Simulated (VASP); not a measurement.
# AlNi (P4/mmm) in VASP: further runs

Runs on AlNi. Level: PBEsol. Tasks: single point.

All numbers are computed with VASP 6.6.1; they aren't measurements. Logs are shortened: lines on timing, memory, paths and dates and some standing lists are left out, and cuts for length are marked.

## 1. The cell of the first run

Symmetry: P4/mmm, No. 123, tetragonal system. The conventional cell has a = 2.544 Å, b = 2.544 Å, c = 2.869 Å, α = 90.00°, β = 90.00°, γ = 90.00°. Al (site symmetry 4/mmm) has 8 Ni at 2.30 Å and 6 Al at 2.54 to 2.87 Å within 3.0 Å. Within 3.0 Å of Ni (site symmetry 4/mmm) lie 8 Al at 2.30 Å and 6 Ni at 2.54 to 2.87 Å.

## 2. Single point, PBEsol (normal strain along x -0.1100, normal strain along y -0.1100)

Contents of INCAR:

```
SYSTEM = AlNi
PREC     = Accurate       ! precision mode
ENCUT    = 520            ! plane-wave cutoff, eV
EDIFF    = 1E-7           ! SCF threshold, eV
ISMEAR   = 0              ! smearing method
SIGMA    = 0.15           ! smearing width, eV
LREAL    = .False.        ! projectors in reciprocal space
LASPH    = .True.         ! aspherical terms in the spheres
NELM     = 60             ! most SCF steps
ALGO     = Fast           ! electronic algorithm
ISIF     = 2              ! what is computed and relaxed
LWAVE    = .False.        ! write WAVECAR
LCHARG   = .True.         ! write CHGCAR
GGA      = PS             ! functional
LELF     = .True.         ! ELF
LVHAR    = .True.       
NBANDS   = 14             ! bands
```

Contents of KPOINTS:

```
Automatic mesh
0
Gamma
  16 16 16
  0 0 0
```

Contents of POSCAR:

```
AlNi
1.0
    1.7988676817     -1.7988198794      0.0000000000
    1.7988676817      1.7988198794      0.0000000000
    0.0000000000      0.0000000000      2.8688666979
Al Ni
1 1
Direct
    0.0000000000      0.0000000000      0.0000000000
    0.5000000000      0.5000000000      0.5000000000
```

Potentials or basis: VASP PAW PBE potentials, release 64 (Al, Ni).

The run is started by

```
$ cat potpaw_PBE.64/Al/POTCAR potpaw_PBE.64/Ni/POTCAR > POTCAR
$ mpirun -np 1 vasp_std > vasp.out
```

OUTCAR:

```text
SYSTEM = AlNi
   PREC = Accurate
   ENCUT = 520
   EDIFF = 1E-7
   ISMEAR = 0
   LREAL = .False.
   LASPH = .True.
   NELM = 60
   ISIF = 2
   GGA = PS

 ion  position               nearest neighbor table
   1  0.000  0.000  0.000-   2 2.30   2 2.30   2 2.30   2 2.30   2 2.30   2 2.30   2 2.30   2 2.30

   2  0.500  0.500  0.500-   1 2.30   1 2.30   1 2.30   1 2.30   1 2.30   1 2.30   1 2.30   1 2.30

  LATTYP: Found a base centered orthorhombic cell.
 ALAT       =     3.5976397588
 B/A-ratio  =     1.0000265743
 C/A-ratio  =     0.7974302293

  Lattice vectors:

 A1 = (  -1.7988676817,  -1.7988198794,   0.0000000000)
 A2 = (   1.7988676817,  -1.7988198794,   0.0000000000)
 A3 = (   0.0000000000,   0.0000000000,   2.8688666979)

Analysis of symmetry for initial positions (statically):
=====================================================================
 Subroutine PRICEL returns:
 Original cell was already a primitive cell.

 Routine SETGRP: Setting up the symmetry group for a
 base centered orthorhombic supercell.

 Subroutine GETGRP returns: Found  8 space group operations
 (whereof  8 operations were pure point group operations)
 out of a pool of  8 trial point group operations.

The static configuration has the point symmetry D_2h.

Analysis of symmetry for dynamics (positions and initial velocities):
=====================================================================
 Subroutine PRICEL returns:
 Original cell was already a primitive cell.

 Routine SETGRP: Setting up the symmetry group for a
 base centered orthorhombic supercell.

 Subroutine GETGRP returns: Found  8 space group operations
 (whereof  8 operations were pure point group operations)
 out of a pool of  8 trial point group operations.

The dynamic configuration has the point symmetry D_2h.

 Subroutine INISYM returns: Found  8 space group operations
 (whereof  8 operations are pure point group operations),
 and found     1 'primitive' translations

----------------------------------------------------------------------------------------

                                     Primitive cell

  volume of cell :      18.5664

  direct lattice vectors                    reciprocal lattice vectors
     1.798867682 -1.798819879  0.000000000     0.277952628 -0.277960015  0.000000000
     1.798867682  1.798819879  0.000000000     0.277952628  0.277960015  0.000000000
     0.000000000  0.000000000  2.868866698     0.000000000  0.000000000  0.348569699

  length of vectors
     2.543949271  2.543949271  2.868866698     0.393089600  0.393089600  0.348569699

  position of ions in fractional coordinates (direct lattice)
     0.000000000  0.000000000  0.000000000
     0.500000000  0.500000000  0.500000000

  ion indices of the primitive-cell ions
   primitive index   ion index
                 1           1
                 2           2

----------------------------------------------------------------------------------------

 KPOINTS: Automatic mesh

Automatic generation of k-mesh.
 Grid dimensions read from file:
 generate k-points for:   16   16   16

 Generating k-lattice:

  Cartesian coordinates                     Fractional coordinates (reciprocal lattice)
     0.017372039 -0.017372501  0.000000000     0.062500000  0.000000000  0.000000000
     0.017372039  0.017372501  0.000000000     0.000000000  0.062500000  0.000000000
     0.000000000  0.000000000  0.021785606     0.000000000  0.000000000  0.062500000

  Length of vectors
     0.024568100  0.024568100  0.021785606

  Shift w.r.t. Gamma in fractional coordinates (k-lattice)
     0.000000000  0.000000000  0.000000000

 Subroutine IBZKPT returns following result:
 ===========================================

 Found    657 irreducible k-points:

 Following reciprocal coordinates:
            Coordinates               Weight
  0.000000  0.000000  0.000000      1.000000
  0.062500  0.000000  0.000000      4.000000
  0.125000  0.000000  0.000000      4.000000
  0.187500  0.000000  0.000000      4.000000
  0.250000  0.000000  0.000000      4.000000
  0.312500 -0.000000  0.000000      4.000000
[... 16 lines left out ...]
 -0.125000  0.062500  0.000000      4.000000
 -0.062500  0.062500  0.000000      2.000000
 [... further k-points ...]
   k-points           NKPTS =    657   k-points in BZ     NKDIM =    657   number of bands    NBANDS=     14
   number of dos      NEDOS =    301   number of ions     NIONS =      2
   total plane-waves  NPLWV =   9600
   dimension x,y,z NGX =    20 NGY =   20 NGZ =   24
   dimension x,y,z NGXF=    40 NGYF=   40 NGZF=   48
   ions per type =               1   1
   NGX,Y,Z   is equivalent  to a cutoff of  13.07, 13.07, 13.91 a.u.
   NGXF,Y,Z  is equivalent  to a cutoff of  26.14, 26.14, 27.82 a.u.
 SYSTEM =  AlNi
   PREC   = accura    normal or accurate (medium, high low for compatibility)
   ISTART =      0    job   : 0-new  1-cont  2-samecut
   ICHARG =      2    charge: 1-file 2-atom 10-const
   ISPIN  =      1    spin polarized calculation?
   LNONCOLLINEAR =      F non collinear calculations
   LSORBIT =      F    spin-orbit coupling
   LASPH  =      T    aspherical Exc in radial PAW
   ENCUT  =  520.0 eV  38.22 Ry    6.18 a.u.   4.73  4.73  5.33*2*pi/ulx,y,z
   NELM   =     60;   NELMIN=  2; NELMDL= -5     # of ELM steps
   EDIFF  = 0.1E-06   stopping-criterion for ELM
   LREAL  =      F    real-space projection
   EDIFFG = 0.1E-05   stopping-criterion for IOM
   NSW    =      0    number of steps for IOM
   IBRION =     -1    ionic relax: 0-MD 1-quasi-New 2-CG
   NFREE  =      0    steps in history (QN), initial steepest desc. (CG)
   ISIF   =      2    stress and relaxation
   ISYM   =      2    0-nonsym 1-usesym 2-fastsym
   POTIM  = 0.5000    time-step for ionic-motion
   TEBEG  =    0.0;   TEEND  =   0.0 temperature during run
   PSTRESS=    0.0 pullay stress
   NELECT =      13.0000    total number of electrons
   NUPDOWN=      -1.0000    fix difference up-down
   EMIN   =  10.00;   EMAX   =-10.00  energy-range for DOS
   EFERMI =   0.00;   METHOD = LEGACY
   ISMEAR =     0;   SIGMA  =   0.15  broadening in eV -4-tet -1-fermi 0-gaus
   EFERMI_NEDOS =   21; number of points for ismear=-14 and -15
   IALGO  =     68    algorithm
   IMIX   =      4    mixing-type and parameters
     AMIX     =   0.40;   BMIX     =  1.00
     AMIX_MAG =   1.60;   BMIX_MAG =  1.00
  volume/ion in A,a.u.               =       9.28        62.65
  Fermi-wavevector in a.u.,A,eV,Ry     =   1.453718  2.747129 28.753141  2.113296
  Thomas-Fermi vector in A             =   2.570952
   LORBIT       =      0    0 simple, 1 ext, 2 COOP (PROOUT), +10 PAW based schemes
   GGA     = PS    functional components
   LHFCALC =     F    Hartree Fock is set to
   AEXX    =    0.0000 exact exchange contribution
   IVDW    =     0    specifies the selected vdW correction
   LEPSILON=     F    determine dielectric tensor
   LRPA    =     F    only Hartree local field effects (RPA)
 non-spin polarized calculation
 RMM-DIIS sequential band-by-band and
 Gauss-broadening in eV      SIGMA  =   0.15
  energy-cutoff  :      520.00
  volume of cell :       18.57
 maximum number of plane-waves:       520
   NGX =  9   NGY =  9   NGZ = 11

 number of electron      13.0000010 magnetization

 Free energy of the ion-electron system (eV)
  ---------------------------------------------------
  ext. energy  EPLUGINS =         0.00000000
  ---------------------------------------------------
  free energy    TOTEN  =       -10.69107086 eV

  energy without entropy =      -10.68404430  energy(sigma->0) =      -10.68755758

 E-fermi :  13.6928     XC(G=0): -13.4569

 val. band max:       13.6481491970   @ k =   0.3750   0.1250   0.3125
 cond. band min:      13.6935098100   @ k =  -0.3750   0.0625   0.2500
 fundamental gap:      0.0453606131
 Fermi energy:        13.6927674196

 k-point     1 :       0.0000    0.0000    0.0000
  band No.  band energies     occupation
      1       0.5229      2.00000
      2       8.8257      2.00000
      3       9.0324      2.00000
      4      11.4002      2.00000
      5      11.4003      2.00000
      6      11.8165      2.00000
      7      17.1762      0.00000
      8      21.7412      0.00000
      9      22.1361      0.00000
     10      22.1362      0.00000
     11      23.1148      0.00000
     12      32.9081      0.00000
     13      36.8795      0.00000
     14      36.8807      0.00000

 k-point     2 :       0.0625    0.0000    0.0000
  band No.  band energies     occupation
      1       0.6160      2.00000
      2       8.8564      2.00000
      3       9.0478      2.00000
      4      11.3225      2.00000
      5      11.4070      2.00000
      6      11.7726      2.00000
      7      17.3220      0.00000
      8      20.6114      0.00000
      9      21.9127      0.00000
     10      22.2476      0.00000
     11      24.3293      0.00000
     12      33.2416      0.00000
     13      35.4756      0.00000
     14      36.8828      0.00000

 k-point     3 :       0.1250    0.0000    0.0000
  band No.  band energies     occupation
      1       0.8936      2.00000
      2       8.9398      2.00000
      3       9.0855      2.00000
      4      11.1158      2.00000
      5      11.4264      2.00000
      6      11.6505      2.00000
      7      17.7336      0.00000
      8      18.8288      0.00000
      9      21.9004      0.00000
     10      22.5726      0.00000
     11      25.7209      0.00000
     12      33.6024      0.00000
     13      34.2207      0.00000
     14      36.8866      0.00000
[... 324 lines left out ...]
 k-point    23 :      -0.1250    0.0625    0.0000
  band No.  band energies     occupation
      1       0.9857      2.00000
      2       8.9673      2.00000
      3       9.1077      2.00000
      4      11.1165      2.00000
      5      11.3602      2.00000
      6      11.6001      2.00000
      7      17.8749      0.00000
      8      18.8461      0.00000
      9      20.9694      0.00000
     10      22.8330      0.00000
     11      26.4380      0.00000
     12      33.6199      0.00000
     13      34.3678      0.00000
     14      35.8386      0.00000

 k-point    24 :      -0.0625    0.0625    0.0000
  band No.  band energies     occupation
      1       0.7088      2.00000
      2       8.8863      2.00000
      3       9.0650      2.00000
      4      11.3042      2.00000
      5      11.3560      2.00000
      6      11.7268      2.00000
      7      17.4665      0.00000
      8      20.4072      0.00000
      9      20.9457      0.00000
     10      22.6224      0.00000
     11      25.1252      0.00000
     12      33.5378      0.00000
     13      35.1805      0.00000
     14      36.0309      0.00000

 [... further k-points ...]

------------------------ aborting loop because EDIFF is reached ----------------------------------------

  FORCE on cell =-STRESS in cart. coord.  units (eV):
  Direction    XX          YY          ZZ          XY          YZ          ZX
  --------------------------------------------------------------------------------------
  -------------------------------------------------------------------------------------
  Total        8.3370043      8.3382495      6.9559807      0.0000000      0.0000000      0.0000000
  in kB      719.4379526    719.5454055    600.2631592      0.0000000      0.0000000      0.0000000
  external PRESSURE =     679.7488391 kB  Pullay stress =       0.0000000 kB

 VOLUME and BASIS-vectors are now :
 -----------------------------------------------------------------------------
  energy-cutoff  :      520.00
  volume of cell :       18.57
      direct lattice vectors                 reciprocal lattice vectors
     1.798867682 -1.798819879  0.000000000     0.277952628 -0.277960015  0.000000000
     1.798867682  1.798819879  0.000000000     0.277952628  0.277960015  0.000000000
     0.000000000  0.000000000  2.868866698     0.000000000  0.000000000  0.348569699

 POSITION                                       TOTAL-FORCE (eV/Angst)
 -----------------------------------------------------------------------------------
      0.00000      0.00000      0.00000         0.000000     -0.000000      0.000000
      1.79887      0.00000      1.43443        -0.000000      0.000000      0.000000
 -----------------------------------------------------------------------------------
    total drift:                                0.000000      0.000000      0.000000

  FREE ENERGIE OF THE ION-ELECTRON SYSTEM (eV)
  ---------------------------------------------------
  free  energy   TOTEN  =       -10.6910708626 eV

  energy  without entropy=      -10.6840443016  energy(sigma->0) =      -10.68755758
```

Run time: 70 s. Hardware: 1 thread of Intel Xeon 6975P-C (Granite Rapids), shared host; peak memory 0.27 GiB.

What came out:

| Quantity | Value |
| --- | --- |
| Free energy | -10.6911 eV |
| Pressure | 68.0 GPa |
| Band gap on the k mesh | zero (an odd number of electrons rules out a gap without spin polarisation) |

Caveat: the cell differs from its parent crystal (normal strain along x -0.1100, normal strain along y -0.1100); the cell stands under pressure; the PAW data sets were made with another functional, which shifts forces and pressure a little. Spin polarisation is off, so any magnetic state and its effect on volume and gap are missing.

(Part 1 of 2 ends here.)
